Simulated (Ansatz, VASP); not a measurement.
# Zn: VASP beside Ansatz

Contents of POSCAR:

```
Zn
1.0
    2.5956283072      0.0000000000      0.0000000000
   -1.2978141536      2.2478800528      0.0000000000
    0.0000000000      0.0000000000      4.9810820616
Zn
2
Direct
    0.3333333333      0.6666666667      0.2500000000
    0.6666666667      0.3333333333      0.7500000000
```

INCAR.step1

```
SYSTEM = Zn
  PREC = Accurate
  ENCUT = 600
  ISMEAR = -1
  SIGMA = 0.15
  LREAL = .FALSE.
  LASPH = .TRUE.
  NELM = 100
  GGA = PE
  ALGO = Normal
  EDIFF = 1E-4
  LWAVE = .TRUE.
  LCHARG = .FALSE.
```

File INCAR.step2:

```
SYSTEM = Zn
  PREC = Accurate
  ENCUT = 600
  EDIFF = 1E-6
  ISMEAR = -1
  SIGMA = 0.15
  LREAL = .FALSE.
  LASPH = .TRUE.
  NELM = 100
  ALGO = Normal
  ISIF = 3
  LWAVE = .FALSE.
  LCHARG = .FALSE.
  METAGGA = R2SCAN
  LMIXTAU = .TRUE.
  IBRION = 2
  NSW = 80
  EDIFFG = -0.001
  ISTART = 1
```

Contents of KPOINTS:

```
regular mesh
0
G
  15 15 8
  0 0 0
```

Input for Ansatz:

```yaml
crystal:
  lattice:
    - [2.5956283072, 0.0, 0.0]
    - [-1.2978141536, 2.2478800528, 0.0]
    - [0.0, 0.0, 4.9810820616]
  atoms:
    - { symbol: Zn, position: [0.3333333333, 0.6666666667, 0.25] }
    - { symbol: Zn, position: [0.6666666667, 0.3333333333, 0.75] }
basis:
  ecutwfc: 500
kpoints:
  mp_grid: { grid: [15, 15, 8] }
hamiltonian:
  xc: r2scan
  pseudopotentials: { kind: paw, azcp: { folder: soft_1 } }
scf:
  occupations: { method: fermi_dirac, width: 0.15 }
output:
  forces: true
  stress: true
  eigenvalues: true
relax:
  adjacent_minimum: "off"
  f_tol: 0.001
  max_steps: 60
  cell: { stress_tol: 0.01 }
```

Alike in both runs: task relaxation of cell and atoms; functional r2SCAN; k mesh 15 × 15 × 8; occupations fermi-dirac, width 0.15 eV; no spin polarisation.

|  | VASP | Ansatz |
| --- | --- | --- |
| version | VASP 6.6.1 | Ansatz 0.2.0 |
| potentials or method | VASP PAW PBE potentials, release 64 (Zn), cutoff 600 eV | scalar-relativistic, plane waves, PAW |
| valence electrons in the cell | 24 | 24 |

```csv
,VASP,Ansatz,Ansatz less VASP
"gap on the k mesh at the Fermi level, each at its own relaxed structure (eV)",none,none,-
relaxed volume (Å³/atom),14.65,14.58,-0.073
relaxed cell length with the largest relative difference (Å),5.022,5.006,-0.0162
```

VASP's potentials were made for PBE, not for r2SCAN. A gap of «none» marks a metal or a gap that the smearing closes.
